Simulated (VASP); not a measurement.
# Rh (Fm-3m) in VASP: notebook

Runs on Rh. Level: r2SCAN. Tasks: single point, relaxation of cell and atoms.

Program: VASP 6.6.1. These are calculated values, not measurements. Logs are shortened: lines on timing, memory, paths and dates and some standing lists are left out, and cuts for length are marked.

**1. The cell of the first run**

It takes space group Fm-3m (No. 225, cubic). Conventional cell: a = 3.802 Å, b = 3.802 Å, c = 3.802 Å, α = 90.00°, β = 90.00°, γ = 90.00°. Within 3.5 Å of Rh (site symmetry m-3m) lie 12 Rh at 2.69 Å.

**2. Single point, r2SCAN**

Input file POSCAR:

```
Rh
1.0
    2.6885954972      0.0000000000      0.0000000000
    1.3442977486      2.3283920011      0.0000000000
    1.3442977486      0.7761306670      2.1952290310
Rh
1
Direct
    0.0000000000      0.0000000000      0.0000000000
```

Input file INCAR.step1:

```
ALGO = Normal
EDIFF = 1E-4
ENCUT = 520
GGA = PE
ISMEAR = -1
LASPH = T
LCHARG = F
LREAL = F
LWAVE = T
NBANDS = 14
NELM = 80
PREC = Accurate
SIGMA = 0.1
```

Input file INCAR.step2:

```
ALGO = Normal
EDIFF = 1E-6
ENCUT = 520
ISIF = 2
ISMEAR = -1
ISTART = 1
LASPH = T
LCHARG = F
LMIXTAU = T
LREAL = F
LWAVE = F
METAGGA = R2SCAN
NBANDS = 14
NELM = 80
PREC = Accurate
SIGMA = 0.1
```

Input file KPOINTS:

```
k-points
0
Gamma
  9 9 9
```

Potentials or basis: VASP PAW PBE potentials, release 64 (Rh_pv).

Command:

```sh
> cat potpaw_PBE.64/Rh_pv/POTCAR > POTCAR
> cp INCAR.step1 INCAR
> mpirun -np 1 vasp_std > vasp.out
> cp INCAR.step2 INCAR
> mpirun -np 1 vasp_std > vasp.out
```

OUTCAR:

```text
EDIFF = 1E-6
   ENCUT = 520
   ISIF = 2
   ISMEAR = -1
   ISTART = 1
   LASPH = T
   LREAL = F
   METAGGA = R2SCAN
   NELM = 80
   PREC = Accurate

 ion  position               nearest neighbor table
   1  0.000  0.000  0.000-

  LATTYP: Found a face centered cubic cell.
 ALAT       =     3.8022482159

  Lattice vectors:

 A1 = (   2.6885954972,   0.0000000000,   0.0000000000)
 A2 = (   1.3442977486,   2.3283920011,   0.0000000000)
 A3 = (   1.3442977486,   0.7761306670,   2.1952290310)

Analysis of symmetry for initial positions (statically):
=====================================================================
 Subroutine PRICEL returns:
 Original cell was already a primitive cell.

 Routine SETGRP: Setting up the symmetry group for a
 face centered cubic supercell.

 Subroutine GETGRP returns: Found 48 space group operations
 (whereof 48 operations were pure point group operations)
 out of a pool of 48 trial point group operations.

The static configuration has the point symmetry O_h .

Analysis of symmetry for dynamics (positions and initial velocities):
=====================================================================
 Subroutine PRICEL returns:
 Original cell was already a primitive cell.

 Routine SETGRP: Setting up the symmetry group for a
 face centered cubic supercell.

 Subroutine GETGRP returns: Found 48 space group operations
 (whereof 48 operations were pure point group operations)
 out of a pool of 48 trial point group operations.

The dynamic configuration has the point symmetry O_h .

 Subroutine INISYM returns: Found 48 space group operations
 (whereof 48 operations are pure point group operations),
 and found     1 'primitive' translations

----------------------------------------------------------------------------------------

                                     Primitive cell

  volume of cell :      13.7424

  direct lattice vectors                    reciprocal lattice vectors
     2.688595497  0.000000000  0.000000000     0.371941410 -0.214740473 -0.151844445
     1.344297749  2.328392001  0.000000000     0.000000000  0.429480946 -0.151844445
     1.344297749  0.776130667  2.195229031     0.000000000  0.000000000  0.455533334

  length of vectors
     2.688595497  2.688595497  2.688595497     0.455533334  0.455533334  0.455533334

  position of ions in fractional coordinates (direct lattice)
     0.000000000  0.000000000  0.000000000

  ion indices of the primitive-cell ions
[... 75 lines left out ...]
   LREAL  =      F    real-space projection
   EDIFFG = 0.1E-04   stopping-criterion for IOM
   NSW    =      0    number of steps for IOM
   IBRION =     -1    ionic relax: 0-MD 1-quasi-New 2-CG
   NFREE  =      0    steps in history (QN), initial steepest desc. (CG)
   ISIF   =      2    stress and relaxation
   ISYM   =      2    0-nonsym 1-usesym 2-fastsym
   POTIM  = 0.5000    time-step for ionic-motion
   TEBEG  =    0.0;   TEEND  =   0.0 temperature during run
   PSTRESS=    0.0 pullay stress
   NELECT =      15.0000    total number of electrons
   NUPDOWN=      -1.0000    fix difference up-down
   EMIN   =  10.00;   EMAX   =-10.00  energy-range for DOS
   EFERMI =   0.00;   METHOD = LEGACY
   ISMEAR =    -1;   SIGMA  =   0.10  broadening in eV -4-tet -1-fermi 0-gaus
   EFERMI_NEDOS =   21; number of points for ismear=-14 and -15
   IALGO  =     38    algorithm
   IMIX   =      4    mixing-type and parameters
     AMIX     =   0.40;   BMIX     =  1.00
     AMIX_MAG =   1.60;   BMIX_MAG =  1.00
  volume/ion in A,a.u.               =      13.74        92.74
  Fermi-wavevector in a.u.,A,eV,Ry     =   1.685588  3.185300 38.656970  2.841207
  Thomas-Fermi vector in A             =   2.768405
   LORBIT       =      0    0 simple, 1 ext, 2 COOP (PROOUT), +10 PAW based schemes
   METAGGA = R2SCAN    functional components
   LHFCALC =     F    Hartree Fock is set to
   AEXX    =    0.0000 exact exchange contribution
   IVDW    =     0    specifies the selected vdW correction
   LEPSILON=     F    determine dielectric tensor
   LRPA    =     F    only Hartree local field effects (RPA)
 non-spin polarized calculation
  energy-cutoff  :      520.00
  volume of cell :       13.74
 maximum number of plane-waves:       378
   NGX =  9   NGY =  9   NGZ =  9

 number of electron      15.0000007 magnetization

 Free energy of the ion-electron system (eV)
  ---------------------------------------------------
  ext. energy  EPLUGINS =         0.00000000
  ---------------------------------------------------
  free energy    TOTEN  =       -24.14607216 eV

  energy without entropy =      -24.10465813  energy(sigma->0) =      -24.12536514

 E-fermi :  11.6807     XC(G=0): -15.2095

 val. band max:       11.6696362061   @ k =  -0.4444   0.4444   0.1111
 cond. band min:      11.7021478248   @ k =  -0.3333   0.3333  -0.0000
 fundamental gap:      0.0325116186
 Fermi energy:        11.6807490150

 k-point     1 :       0.0000    0.0000    0.0000
  band No.  band energies     occupation
      1     -36.0488      2.00000
      2     -36.0488      2.00000
      3     -36.0488      2.00000
      4       3.5584      2.00000
      5       8.5653      2.00000
      6       8.5653      2.00000
      7       8.5653      2.00000
      8      10.6712      1.99992
      9      10.6712      1.99992
     10      28.4637      0.00000
     11      29.1105      0.00000
     12      34.2090      0.00000
     13      34.2090      0.00000
     14      34.2090      0.00000
[... 377 lines left out ...]
      1     -36.7700      2.00000
      2     -36.3288      2.00000
      3     -36.3288      2.00000
      4       5.2856      2.00000
      5       5.6344      2.00000
      6      12.2034      0.01069
      7      12.5857      0.00023
      8      12.5857      0.00023
      9      14.5439      0.00000
     10      25.4378      0.00000
     11      26.1315      0.00000
     12      26.1315      0.00000
     13      29.1101      0.00000
     14      35.8083      0.00000

 [... further k-points ...]
[... 5 lines left out ...]
  --------------------------------------------------------------------------------------
  -------------------------------------------------------------------------------------
  Total        0.0996126      0.0996126      0.0996126     -0.0000000     -0.0000000      0.0000000
  in kB       11.6135093     11.6135093     11.6135093     -0.0000000     -0.0000000      0.0000000
  external PRESSURE =      11.6135093 kB  Pullay stress =       0.0000000 kB

 VOLUME and BASIS-vectors are now :
 -----------------------------------------------------------------------------
  energy-cutoff  :      520.00
  volume of cell :       13.74
      direct lattice vectors                 reciprocal lattice vectors
     2.688595497  0.000000000  0.000000000     0.371941410 -0.214740473 -0.151844445
     1.344297749  2.328392001  0.000000000     0.000000000  0.429480946 -0.151844445
     1.344297749  0.776130667  2.195229031     0.000000000  0.000000000  0.455533334

 POSITION                                       TOTAL-FORCE (eV/Angst)
 -----------------------------------------------------------------------------------
      0.00000      0.00000      0.00000         0.000000      0.000000      0.000000
 -----------------------------------------------------------------------------------
    total drift:                                0.000000      0.000000      0.000000

  FREE ENERGIE OF THE ION-ELECTRON SYSTEM (eV)
  ---------------------------------------------------
  free  energy   TOTEN  =       -24.1460721557 eV

  energy  without entropy=      -24.1046581313  energy(sigma->0) =      -24.12536514
```

OUTCAR.step1:

```text
EDIFF = 1E-4
   ENCUT = 520
   GGA = PE
   ISMEAR = -1
   LASPH = T
   LREAL = F
[... 621 lines left out ...]

 POSITION                                       TOTAL-FORCE (eV/Angst)
 -----------------------------------------------------------------------------------
      0.00000      0.00000      0.00000        -0.000000      0.000000      0.000000
 -----------------------------------------------------------------------------------
    total drift:                               -0.000000      0.000000      0.000000

  FREE ENERGIE OF THE ION-ELECTRON SYSTEM (eV)
  ---------------------------------------------------
  free  energy   TOTEN  =        -7.2649010711 eV

  energy  without entropy=       -7.2229671374  energy(sigma->0) =       -7.24393410
```

It took 18 s on 1 thread of Intel Xeon Platinum 8375C at 2.90GHz (Ice Lake), shared host; peak memory 0.13 GiB.

Results:

- Free energy: -24.1461 eV
- Pressure: 1.2 GPa

Caveat: the PAW data sets were made with another functional, which shifts forces and pressure a little.

**3. Relaxation of cell and atoms, r2SCAN**

This run uses another cell than the first one, of 13.67 Å³/atom, 0.995 times its volume.

Input file POSCAR:

```
Rh
1.0
    2.6839650000      0.0000000000      0.0000000000
    1.3419825000      2.3243818729      0.0000000000
    1.3419825000      0.7747939576      2.1914482458
Rh
1
Direct
    0.0000000000      0.0000000000      0.0000000000
```

Input file INCAR.step1:

```
SYSTEM = Rh
ALGO = Normal ; EDIFF = 1E-4
ENCUT = 600 ; GGA = PE
ISMEAR = -1 ; LASPH = .TRUE.
LCHARG = .FALSE. ; LREAL = .FALSE.
LWAVE = .TRUE. ; NELM = 60
PREC = Accurate ; SIGMA = 0.1
```

Input file INCAR.step2:

```
SYSTEM = Rh
ALGO = Normal ; EDIFF = 1E-7
EDIFFG = -0.01 ; ENCUT = 600
IBRION = 2 ; ISIF = 3
ISMEAR = -1 ; ISTART = 1
LASPH = .TRUE. ; LCHARG = .FALSE.
LMIXTAU = .TRUE. ; LREAL = .FALSE.
LWAVE = .FALSE. ; METAGGA = R2SCAN
NELM = 60 ; NSW = 80
PREC = Accurate ; SIGMA = 0.1
```

Input file KPOINTS:

```
k-points
0
G
  9 9 9
  0 0 0
```

Potentials or basis: VASP PAW PBE potentials, release 64 (Rh_pv).

Command:

```sh
> cat potpaw_PBE.64/Rh_pv/POTCAR > POTCAR
> cp INCAR.step1 INCAR
> mpirun -np 1 vasp_std > vasp.out
> cp INCAR.step2 INCAR
> mpirun -np 1 vasp_std > vasp.out
```

OUTCAR:

```text
SYSTEM = Rh
   EDIFF = 1E-7
   EDIFFG = -0.01
   ENCUT = 600
   IBRION = 2
   ISIF = 3
   ISMEAR = -1
   ISTART = 1
   LASPH = .TRUE.
   LREAL = .FALSE.
   METAGGA = R2SCAN
   NELM = 60
   NSW = 80
   PREC = Accurate

 ion  position               nearest neighbor table
   1  0.000  0.000  0.000-

  LATTYP: Found a face centered cubic cell.
 ALAT       =     3.7956997040

  Lattice vectors:

 A1 = (   2.6839650000,   0.0000000000,   0.0000000000)
 A2 = (   1.3419825000,   2.3243818729,   0.0000000000)
 A3 = (   1.3419825000,   0.7747939576,   2.1914482458)

Analysis of symmetry for initial positions (statically):
=====================================================================
 Subroutine PRICEL returns:
 Original cell was already a primitive cell.

 Routine SETGRP: Setting up the symmetry group for a
 face centered cubic supercell.

 Subroutine GETGRP returns: Found 48 space group operations
 (whereof 48 operations were pure point group operations)
 out of a pool of 48 trial point group operations.

The static configuration has the point symmetry O_h .

Analysis of symmetry for dynamics (positions and initial velocities):
[... 166 lines left out ...]
  Total        0.2220429      0.2220429      0.2220429      0.0000000     -0.0000000      0.0000000
  in kB       26.0214713     26.0214713     26.0214713      0.0000000     -0.0000000      0.0000000
  external PRESSURE =      26.0214713 kB  Pullay stress =       0.0000000 kB
[... 57 lines left out ...]
--------------------------------------- Ionic step        3  -------------------------------------------

 number of electron      15.0000002 magnetization

 Free energy of the ion-electron system (eV)
  ---------------------------------------------------
  ext. energy  EPLUGINS =         0.00000000
  ---------------------------------------------------
  free energy    TOTEN  =       -24.14531744 eV

  energy without entropy =      -24.10355596  energy(sigma->0) =      -24.12443670

 E-fermi :  11.6094     XC(G=0): -15.1803

 val. band max:       11.5979396046   @ k =  -0.4444   0.4444   0.1111
 cond. band min:      11.6309631105   @ k =  -0.3333   0.3333   0.0000
 fundamental gap:      0.0330235058
 Fermi energy:        11.6094143281

 k-point     1 :       0.0000    0.0000    0.0000
  band No.  band energies     occupation
      1     -36.1137      2.00000
      2     -36.1137      2.00000
      3     -36.1137      2.00000
      4       3.5166      2.00000
      5       8.5127      2.00000
      6       8.5127      2.00000
      7       8.5127      2.00000
      8      10.6050      1.99991
      9      10.6050      1.99991
     10      28.3941      0.00000
     11      29.0456      0.00000
[... 309 lines left out ...]
 k-point    24 :       0.4444    0.4444    0.0000
  band No.  band energies     occupation
      1     -36.8254      2.00000
      2     -36.3901      2.00000
      3     -36.3901      2.00000
      4       5.2519      2.00000
      5       5.5985      2.00000
      6      12.1276      0.01117
      7      12.5085      0.00025
      8      12.5085      0.00025
      9      14.4669      0.00000
     10      25.3164      0.00000
     11      26.0336      0.00000

 [... further k-points ...]
[... 5 lines left out ...]
  --------------------------------------------------------------------------------------
  -------------------------------------------------------------------------------------
  Total        0.0006936      0.0006936      0.0006936     -0.0000000     -0.0000000     -0.0000000
  in kB        0.0805497      0.0805497      0.0805497     -0.0000000     -0.0000000     -0.0000000
  external PRESSURE =       0.0805497 kB  Pullay stress =       0.0000000 kB
[... 16 lines left out ...]
  FREE ENERGIE OF THE ION-ELECTRON SYSTEM (eV)
  ---------------------------------------------------
  free  energy   TOTEN  =       -24.1453174387 eV

  energy  without entropy=      -24.1035559598  energy(sigma->0) =      -24.12443670

 reached required accuracy - stopping structural energy minimisation
```

Wall time 55 s (1 thread of Intel Xeon Platinum 8375C at 2.90GHz (Ice Lake), shared host); peak memory 0.14 GiB.

What came out:

```yaml
Free_energy: -24.1453 eV
Relaxed_volume: 13.80 Å³/atom
Relaxed_cell: a = 2.692 Å, b = 2.692 Å, c = 2.692 Å, α = 60.00°, β = 60.00°, γ = 60.00°
Space_group_after_relaxing_to_0.05_Å: Fm-3m (No. 225)
Energy_gained_by_relaxing: 1.0 meV/atom
Ionic_steps: 3
Pressure_after_relaxing: 0.0 GPa
```

Step by step:
| step | energy change (eV) | largest force (eV/Å) | pressure (GPa) | volume (Å³) |
| --- | --- | --- | --- | --- |
| 1 | 0.0000 | 0.0000 | 2.60 | 13.67 |
| 2 | 0.0052 | 0.0000 | -6.02 | 14.12 |
| 3 | -0.0010 | 0.0000 | 0.01 | 13.80 |

Final structure:
```yaml
crystal:
  lattice:
    - [2.69209, 0.00000, 0.00000]
    - [1.34604, 2.33141, 0.00000]
    - [1.34604, 0.77714, 2.19808]
  atoms:
    - { symbol: Rh, position: [0.00000, 0.00000, 0.00000] }
```

Caveat: the PAW data sets were made with another functional, which shifts forces and pressure a little.
